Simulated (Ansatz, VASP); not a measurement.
MgZnTe2 in VASP and in Ansatz

```
Mg Te Zn
1.0
     4.38121    0.00000    0.00000
     0.00000    4.38121    0.00000
     0.00000    0.00000    6.26384
Mg Te Zn
1 2 1
Direct
  0.00000 0.00000 0.00000
  0.00000 0.50000 0.26411
  0.50000 0.00000 0.73589
  0.50000 0.50000 0.50000
```

Alike in both runs: task single point; functional PBE; k mesh 6 × 6 × 4; no spin polarisation.

|  | VASP | Ansatz |
| --- | --- | --- |
| version | VASP 6.6.1 | Ansatz 0.2.0 |
| potentials or method | VASP PAW PBE potentials, release 64 (Mg, Te, Zn) | plane waves, PAW |
| plane-wave cutoff (eV) | 520 | 420 |
| occupations | gaussian, width 0.01 eV | fixed |
| valence electrons in the cell | 26 | 54 |

|  | VASP | Ansatz | Ansatz less VASP |
| --- | --- | --- | --- |
| gap on the k mesh at the Fermi level (eV) | 1.70 | 1.70 | +0.004 |
| pressure (GPa) | 2.7 | 2.7 | -0.05 |
| rms of the force components (eV/Å) | 0.010 | 0.006 | -0.0046 |

VASP's potentials hold 26 valence electrons a cell and Ansatz's 54, so a difference there can come from the potentials and not from the codes.

Spin-orbit coupling is off throughout.
